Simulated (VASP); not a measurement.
Write the native input for VASP 6.6.1 that does the following.

```yaml
Task: relaxation of cell and atoms
Functional: PBE
Potentials_or_basis: VASP PAW PBE potentials, release 64 (As, F)
Cutoff: 600 eV
k_mesh: 10 × 10 × 10
Occupations: gaussian, width 0.1 eV
Spin: no spin polarisation
Dipole_correction: no
Further_INCAR_settings: ALGO = Normal; EDIFF = 1e-06; IBRION = 2; EDIFFG = -0.01; NSW = 100; ISIF = 3
```

The structure of As2F lies in POSCAR:

```
As2F
1.0
    0.0000000000      3.7483643428      3.7483643428
    3.7483643428      0.0000000000      3.7483643428
    3.7483643428      3.7483643428      0.0000000000
As F
4 2
Direct
    0.6250000000      0.6250000000      0.6250000000
    0.1250000000      0.6250000000      0.6250000000
    0.6250000000      0.6250000000      0.1250000000
    0.6250000000      0.1250000000      0.6250000000
    0.0000000000      0.0000000000      0.0000000000
    0.2500000000      0.2500000000      0.2500000000
```

The input as run:

INCAR

```
SYSTEM = As2F
PREC = Accurate ; ENCUT = 600
EDIFF = 1E-6 ; ISMEAR = 0
SIGMA = 0.1 ; LREAL = .False.
LASPH = .True. ; NELM = 60
ALGO = Normal ; ISIF = 3
LWAVE = .False. ; LCHARG = .False.
GGA = PE ; IBRION = 2
NSW = 100 ; EDIFFG = -0.01
```

KPOINTS

```
Automatic mesh
0
Gamma
  10 10 10
  0 0 0
```

Potentials or basis: VASP PAW PBE potentials, release 64 (As, F).

Run with:

```console
$ cat potpaw_PBE.64/As/POTCAR potpaw_PBE.64/F/POTCAR > POTCAR
$ mpirun -np 1 vasp_std > vasp.out
```

Results of the run:

| Quantity | Value |
| --- | --- |
| Relaxed volume | 17.38 Å³/atom |
| Relaxed cell | a = 5.284 Å, b = 5.284 Å, c = 5.284 Å, α = 60.00°, β = 60.00°, γ = 60.00° |
| Space group after relaxing (to 0.1 Å) | Fd-3m (No. 227) |
| Energy gained by relaxing | 0.3 meV/atom |
| Ionic steps | 2 |
| Pressure after relaxing | 0.1 GPa |
| Band gap on the k mesh | zero (bands 17 and 18 overlap by 1.70 eV) |

Wall time 120 s on 1 thread of Intel(R) Xeon(R) 6975P-C (Granite Rapids), on a shared host, peak memory 0.31 GiB.
